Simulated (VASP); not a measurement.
# Bi (I4/mmm) in VASP: single point with LDA

Aim: the single point of Bi with LDA.

Program: VASP 6.6.1. These are calculated values, not measurements. Logs are shortened: lines on timing, memory, paths and dates and some standing lists are left out, and cuts for length are marked.

### Step 1. The cell of the first run

Symmetry: I4/mmm, No. 139, tetragonal system. The conventional cell has a = 8.302 Å, b = 8.302 Å, c = 2.861 Å, α = 90.00°, β = 90.00°, γ = 90.00°. Within 3.8 Å of Bi (site symmetry 4/mmm) lie 2 Bi at 2.86 Å.

### Step 2. Single point, LDA (strain -0.025 along x and y, +0.000 along z)

Input file INCAR:

```
SYSTEM = Bi
  PREC = Accurate
  ENCUT = 520
  EDIFF = 1E-6
  ISMEAR = 0
  SIGMA = 0.05
  LREAL = .FALSE.
  LASPH = .TRUE.
  NELM = 100
  ALGO = Fast
  ISIF = 2
  LWAVE = .FALSE.
  LCHARG = .FALSE.
  NBANDS = 14
```

Input file KPOINTS:

```
regular mesh
0
G
  10 10 10
  0 0 0
```

Input file POSCAR:

```
Bi
1.0
   -4.1510449500      4.1510449500      1.4305640000
    4.1510449500     -4.1510449500      1.4305640000
    4.1510449500      4.1510449500     -1.4305640000
Bi
1
Direct
    0.0000000000      0.0000000000      0.0000000000
```

Potentials or basis: VASP PAW LDA potentials, release 64 (Bi_d).

The run is started by

```
$ cat potpaw_LDA.64/Bi_d/POTCAR > POTCAR
$ mpirun -np 1 vasp_std > vasp.out
```

OUTCAR:

```text
SYSTEM = Bi
   PREC = Accurate
   ENCUT = 520
   EDIFF = 1E-6
   ISMEAR = 0
   LREAL = .FALSE.
   LASPH = .TRUE.
   NELM = 100
   ISIF = 2

 ion  position               nearest neighbor table
   1  0.000  0.000  0.000-

  LATTYP: Found a body centered tetragonal cell.
 ALAT       =     8.3020899000
 C/A-ratio  =     0.3446274413

  Lattice vectors:

 A1 = (  -4.1510449500,   4.1510449500,   1.4305640000)
 A2 = (   4.1510449500,  -4.1510449500,   1.4305640000)
 A3 = (   4.1510449500,   4.1510449500,  -1.4305640000)

Analysis of symmetry for initial positions (statically):
=====================================================================
 Subroutine PRICEL returns:
 Original cell was already a primitive cell.

 Routine SETGRP: Setting up the symmetry group for a
 body centered tetragonal supercell.

 Subroutine GETGRP returns: Found 16 space group operations
 (whereof 16 operations were pure point group operations)
 out of a pool of 16 trial point group operations.

The static configuration has the point symmetry D_4h.

Analysis of symmetry for dynamics (positions and initial velocities):
=====================================================================
 Subroutine PRICEL returns:
 Original cell was already a primitive cell.

 Routine SETGRP: Setting up the symmetry group for a
 body centered tetragonal supercell.

 Subroutine GETGRP returns: Found 16 space group operations
 (whereof 16 operations were pure point group operations)
 out of a pool of 16 trial point group operations.

The dynamic configuration has the point symmetry D_4h.

 Subroutine INISYM returns: Found 16 space group operations
 (whereof 16 operations are pure point group operations),
 and found     1 'primitive' translations

----------------------------------------------------------------------------------------

                                     Primitive cell

  volume of cell :      98.6012

  direct lattice vectors                    reciprocal lattice vectors
    -4.151044950  4.151044950  1.430564000     0.000000000  0.120451599  0.349512500
     4.151044950 -4.151044950  1.430564000     0.120451599  0.000000000  0.349512500
     4.151044950  4.151044950 -1.430564000     0.120451599  0.120451599  0.000000000

  length of vectors
     6.042256343  6.042256343  6.042256343     0.369685779  0.369685779  0.170344284

  position of ions in fractional coordinates (direct lattice)
     0.000000000  0.000000000  0.000000000

  ion indices of the primitive-cell ions
   primitive index   ion index
                 1           1

----------------------------------------------------------------------------------------

 KPOINTS: regular mesh

Automatic generation of k-mesh.
 Grid dimensions read from file:
 generate k-points for:   10   10   10

 Generating k-lattice:

  Cartesian coordinates                     Fractional coordinates (reciprocal lattice)
     0.000000000  0.012045160  0.034951250     0.100000000  0.000000000  0.000000000
     0.012045160  0.000000000  0.034951250     0.000000000  0.100000000  0.000000000
     0.012045160  0.012045160  0.000000000     0.000000000  0.000000000  0.100000000

  Length of vectors
     0.036968578  0.036968578  0.017034428

  Shift w.r.t. Gamma in fractional coordinates (k-lattice)
     0.000000000  0.000000000  0.000000000

 Subroutine IBZKPT returns following result:
 ===========================================

 Found    102 irreducible k-points:

 Following reciprocal coordinates:
            Coordinates               Weight
  0.000000  0.000000  0.000000      1.000000
  0.100000 -0.000000  0.000000      8.000000
  0.200000 -0.000000  0.000000      8.000000
  0.300000  0.000000  0.000000      8.000000
  0.400000  0.000000 -0.000000      8.000000
  0.500000 -0.000000  0.000000      4.000000
[... 16 lines left out ...]
  0.300000  0.300000  0.000000      8.000000
  0.400000  0.300000  0.000000     16.000000
 [... further k-points ...]
   k-points           NKPTS =    102   k-points in BZ     NKDIM =    102   number of bands    NBANDS=     14
   number of dos      NEDOS =    301   number of ions     NIONS =      1
   total plane-waves  NPLWV = 110592
   dimension x,y,z NGX =    48 NGY =   48 NGZ =   48
   dimension x,y,z NGXF=    96 NGYF=   96 NGZF=   96
   ions per type =               1
   NGX,Y,Z   is equivalent  to a cutoff of  13.21, 13.21, 13.21 a.u.
   NGXF,Y,Z  is equivalent  to a cutoff of  26.41, 26.41, 26.41 a.u.
 SYSTEM =  Bi
   PREC   = accura    normal or accurate (medium, high low for compatibility)
   ISTART =      0    job   : 0-new  1-cont  2-samecut
   ICHARG =      2    charge: 1-file 2-atom 10-const
   ISPIN  =      1    spin polarized calculation?
   LNONCOLLINEAR =      F non collinear calculations
   LSORBIT =      F    spin-orbit coupling
   LASPH  =      T    aspherical Exc in radial PAW
   ENCUT  =  520.0 eV  38.22 Ry    6.18 a.u.  11.23 11.23 11.23*2*pi/ulx,y,z
   NELM   =    100;   NELMIN=  2; NELMDL= -5     # of ELM steps
   EDIFF  = 0.1E-05   stopping-criterion for ELM
   LREAL  =      F    real-space projection
   EDIFFG = 0.1E-04   stopping-criterion for IOM
   NSW    =      0    number of steps for IOM
   IBRION =     -1    ionic relax: 0-MD 1-quasi-New 2-CG
   NFREE  =      0    steps in history (QN), initial steepest desc. (CG)
   ISIF   =      2    stress and relaxation
   ISYM   =      2    0-nonsym 1-usesym 2-fastsym
   POTIM  = 0.5000    time-step for ionic-motion
   TEBEG  =    0.0;   TEEND  =   0.0 temperature during run
   PSTRESS=    0.0 pullay stress
   NELECT =      15.0000    total number of electrons
   NUPDOWN=      -1.0000    fix difference up-down
   EMIN   =  10.00;   EMAX   =-10.00  energy-range for DOS
   EFERMI =   0.00;   METHOD = LEGACY
   ISMEAR =     0;   SIGMA  =   0.05  broadening in eV -4-tet -1-fermi 0-gaus
   EFERMI_NEDOS =   21; number of points for ismear=-14 and -15
   IALGO  =     68    algorithm
   IMIX   =      4    mixing-type and parameters
     AMIX     =   0.40;   BMIX     =  1.00
     AMIX_MAG =   1.60;   BMIX_MAG =  1.00
  volume/ion in A,a.u.               =      98.60       665.39
  Fermi-wavevector in a.u.,A,eV,Ry     =   0.873932  1.651493 10.391557  0.763758
  Thomas-Fermi vector in A             =   1.993393
   LORBIT       =      0    0 simple, 1 ext, 2 COOP (PROOUT), +10 PAW based schemes
   GGA     = CA    functional components
   LHFCALC =     F    Hartree Fock is set to
   AEXX    =    0.0000 exact exchange contribution
   IVDW    =     0    specifies the selected vdW correction
   LEPSILON=     F    determine dielectric tensor
   LRPA    =     F    only Hartree local field effects (RPA)
 non-spin polarized calculation
 RMM-DIIS sequential band-by-band and
 Gauss-broadening in eV      SIGMA  =   0.05
  energy-cutoff  :      520.00
  volume of cell :       98.60
 maximum number of plane-waves:      2694
 NGX is ok and might be reduce to    48
   NGX = 23   NGY = 23   NGZ = 23

 number of electron      14.9999996 magnetization

 Free energy of the ion-electron system (eV)
  ---------------------------------------------------
  ext. energy  EPLUGINS =         0.00000000
  ---------------------------------------------------
  free energy    TOTEN  =        -3.06544746 eV

  energy without entropy =       -3.05925001  energy(sigma->0) =       -3.06234873

 E-fermi :  -0.9741     XC(G=0):  -5.3861

 val. band max:       -0.9844656784   @ k =  -0.3000  -0.4000   0.2000
 cond. band min:      -0.9733770743   @ k =  -0.2000   0.5000   0.2000
 fundamental gap:      0.0110886042
 Fermi energy:        -0.9741043826

 k-point     1 :       0.0000    0.0000    0.0000
  band No.  band energies     occupation
      1     -24.2255      2.00000
      2     -23.6331      2.00000
      3     -23.6329      2.00000
      4     -23.5098      2.00000
      5     -23.5098      2.00000
      6     -12.8944      2.00000
      7      -2.4334      2.00000
      8      -2.4334      2.00000
      9       1.6276      0.00000
     10       3.4907      0.00000
     11       6.3725      0.00000
     12       6.9425      0.00000
     13       6.9425      0.00000
     14       7.6804      0.00000

 k-point     2 :       0.1000   -0.0000    0.0000
  band No.  band energies     occupation
      1     -24.1408      2.00000
      2     -23.6298      2.00000
      3     -23.6296      2.00000
      4     -23.5408      2.00000
      5     -23.5408      2.00000
      6     -12.7117      2.00000
      7      -2.2336      2.00000
      8      -2.2306      2.00000
      9       1.8540      0.00000
     10       3.6999      0.00000
     11       5.6362      0.00000
     12       6.2401      0.00000
     13       7.1598      0.00000
     14       7.2028      0.00000

 k-point     3 :       0.2000   -0.0000    0.0000
  band No.  band energies     occupation
      1     -23.9173      2.00000
      2     -23.6211      2.00000
      3     -23.6210      2.00000
      4     -23.6210      2.00000
      5     -23.6209      2.00000
      6     -12.1553      2.00000
      7      -1.6580      2.00000
      8      -1.6469      2.00000
      9       2.1924      0.00000
     10       2.6448      0.00000
     11       4.3260      0.00000
     12       6.2285      0.00000
     13       7.7858      0.00000
     14       7.8063      0.00000

 k-point     4 :       0.3000    0.0000    0.0000
  band No.  band energies     occupation
      1     -23.7183      2.00000
      2     -23.7183      2.00000
      3     -23.6379      2.00000
      4     -23.6104      2.00000
      5     -23.6101      2.00000
      6     -11.2187      2.00000
      7      -0.9494      0.48495
      8      -0.7763      0.00000
      9      -0.7630      0.00000
     10       3.6774      0.00000
     11       5.3401      0.00000
     12       6.5491      0.00000
     13       7.9370      0.00000
     14       8.0313      0.00000

 k-point     5 :       0.4000    0.0000   -0.0000
  band No.  band energies     occupation
      1     -23.7956      2.00000
      2     -23.7956      2.00000
      3     -23.6017      2.00000
      4     -23.6014      2.00000
      5     -23.4097      2.00000
      6      -9.9998      2.00000
      7      -3.6298      2.00000
      8       0.2075      0.00000
      9       0.2273      0.00000
     10       4.9877      0.00000
     11       5.8552      0.00000
[... 276 lines left out ...]
 k-point    22 :      -0.2000    0.2000    0.0000
  band No.  band energies     occupation
      1     -24.2255      2.00000
      2     -23.6331      2.00000
      3     -23.6329      2.00000
      4     -23.5098      2.00000
      5     -23.5098      2.00000
      6     -12.8907      2.00000
      7      -2.6001      2.00000
      8      -2.4187      2.00000
      9       1.9954      0.00000
     10       3.7547      0.00000
     11       5.4765      0.00000
     12       6.0555      0.00000
     13       7.6739      0.00000
     14       8.2854      0.00000

 k-point    23 :       0.3000    0.3000    0.0000
  band No.  band energies     occupation
      1     -23.7956      2.00000
      2     -23.7956      2.00000
      3     -23.6017      2.00000
      4     -23.6014      2.00000
      5     -23.4097      2.00000
      6      -9.9943      2.00000
      7      -3.6368      2.00000
      8       0.0098      0.00000
      9       0.2454      0.00000
     10       5.6221      0.00000
     11       5.7258      0.00000
     12       6.5999      0.00000
     13       6.7032      0.00000
     14       8.8890      0.00000

 k-point    24 :       0.4000    0.3000    0.0000
  band No.  band energies     occupation
      1     -23.7183      2.00000
      2     -23.7183      2.00000
      3     -23.6379      2.00000
      4     -23.6104      2.00000
      5     -23.6101      2.00000
      6     -11.2109      2.00000
      7      -1.0899      1.99894
      8      -0.9558      0.60407
      9      -0.7313      0.00000
     10       4.6016      0.00000
     11       5.2105      0.00000
     12       6.5249      0.00000
     13       7.9560      0.00000
     14       8.1488      0.00000

 [... further k-points ...]
[... 5 lines left out ...]
  --------------------------------------------------------------------------------------
  -------------------------------------------------------------------------------------
  Total       -0.2803858     -0.2803858     -1.0250104      0.0000000     -0.0000000      0.0000000
  in kB       -4.5560079     -4.5560079    -16.6554630      0.0000000     -0.0000000      0.0000000
  external PRESSURE =      -8.5891596 kB  Pullay stress =       0.0000000 kB

 VOLUME and BASIS-vectors are now :
 -----------------------------------------------------------------------------
  energy-cutoff  :      520.00
  volume of cell :       98.60
      direct lattice vectors                 reciprocal lattice vectors
    -4.151044950  4.151044950  1.430564000     0.000000000  0.120451599  0.349512500
     4.151044950 -4.151044950  1.430564000     0.120451599  0.000000000  0.349512500
     4.151044950  4.151044950 -1.430564000     0.120451599  0.120451599  0.000000000

 POSITION                                       TOTAL-FORCE (eV/Angst)
 -----------------------------------------------------------------------------------
      0.00000      0.00000      0.00000         0.000000      0.000000     -0.000000
 -----------------------------------------------------------------------------------
    total drift:                               -0.000000      0.000000      0.000000

  FREE ENERGIE OF THE ION-ELECTRON SYSTEM (eV)
  ---------------------------------------------------
  free  energy   TOTEN  =        -3.0654474570 eV

  energy  without entropy=       -3.0592500077  energy(sigma->0) =       -3.06234873
```

It took 9.7 min on 1 thread of Intel Xeon 8259CL, shared host; peak memory 0.32 GiB.

Results:

| Quantity | Value |
| --- | --- |
| Free energy | -3.0654 eV |
| Pressure | -0.9 GPa |
| Band gap on the k mesh | zero (an odd number of electrons rules out a gap without spin polarisation) |

Stress tensor (GPa, compression positive):
```
-0.46  0.00  0.00
 0.00 -0.46  0.00
 0.00  0.00 -1.67
```

Caveat: the cell differs from its parent crystal (strain -0.025 along x and y, +0.000 along z); spin-orbit coupling is left out, which moves the levels of the heavy elements.
